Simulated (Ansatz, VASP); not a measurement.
PtS2 in VASP and in Ansatz

File INCAR:

```
  PREC = Accurate
  ENCUT = 520
  EDIFF = 1E-6
  ISMEAR = 0
  SIGMA = 0.05
  LREAL = F
  LASPH = T
  NELM = 100
  ALGO = Normal
  ISIF = 2
  LWAVE = F
  LCHARG = F
  LDIPOL = T
  IDIPOL = 3
  DIPOL = 0.5 0.5 0.500
  GGA = PS
  NBANDS = 31
```

Contents of KPOINTS:

```
regular mesh
0
Gamma
  12 12 1
```

POSCAR

```
PtS2
1.0
    3.5713268725      0.0000000000      0.0000000000
   -1.7856634363      3.0928597968      0.0000000000
    0.0000000000      0.0000000000     22.1614372366
S Pt
4 2
Direct
    0.6666666667      0.3333333333      0.3384257041
    0.3333333333      0.6666666667      0.4464133497
    0.6666666667      0.3333333333      0.5535866503
    0.3333333333      0.6666666667      0.6615742959
    0.0000000000      0.0000000000      0.3924195269
    0.0000000000      0.0000000000      0.6075804731
```

Input for Ansatz:

```yaml
crystal:
  lattice:
    - [3.5713268725, 0.0, 0.0]
    - [-1.7856634363, 3.0928597968, 0.0]
    - [0.0, 0.0, 22.1614372366]
  atoms:
    - { symbol: S, position: [0.6666666667, 0.3333333333, 0.3384257041] }
    - { symbol: Pt, position: [0.0, 0.0, 0.3924195269] }
    - { symbol: S, position: [0.3333333333, 0.6666666667, 0.4464133497] }
    - { symbol: S, position: [0.6666666667, 0.3333333333, 0.5535866503] }
    - { symbol: Pt, position: [0.0, 0.0, 0.6075804731] }
    - { symbol: S, position: [0.3333333333, 0.6666666667, 0.6615742959] }
basis:
  ecutwfc: 420
kpoints:
  mp_grid: { grid: [12, 12, 1] }
hamiltonian:
  xc: pbesol
scf:
  occupations: { method: gaussian, width: 0.05 }
output:
  forces: true
  eigenvalues: true
  write_density: true
  write_potential: true
  elf: true
  volumetric_format: npy
efield:
  axis: 3
  dipole_correction: true
  ramp_width: 0.04
```

Alike in both runs: task single point; functional PBEsol; k mesh 12 × 12 × 1; occupations gaussian, width 0.05 eV; no spin polarisation.

|  | VASP | Ansatz |
| --- | --- | --- |
| version | VASP 6.6.1 | Ansatz 0.2.0 |
| potentials or method | VASP PAW PBE potentials, release 64 (S, Pt), cutoff 520 eV | scalar-relativistic, plane waves, PAW |
| valence electrons in the cell | 44 | 60 |

Ansatz gave:

```
gap on the k mesh at the Fermi level (eV) : 0.78
least direct gap on the mesh (eV)         : 1.31
rms of the force components (eV/Å)        : 0.082
```

Which values does VASP return?

gap on the k mesh at the Fermi level (eV): 0.79; least direct gap on the mesh (eV): 1.32; rms of the force components (eV/Å): 0.082.

VASP's potentials were made for PBE, not for PBEsol. With one functional, cell and mesh, what is left measures potentials, basis and numerics. VASP's potentials hold 44 valence electrons a cell and Ansatz's 60, so a difference there can come from the potentials and not from the codes.

Spin-orbit coupling is off throughout.
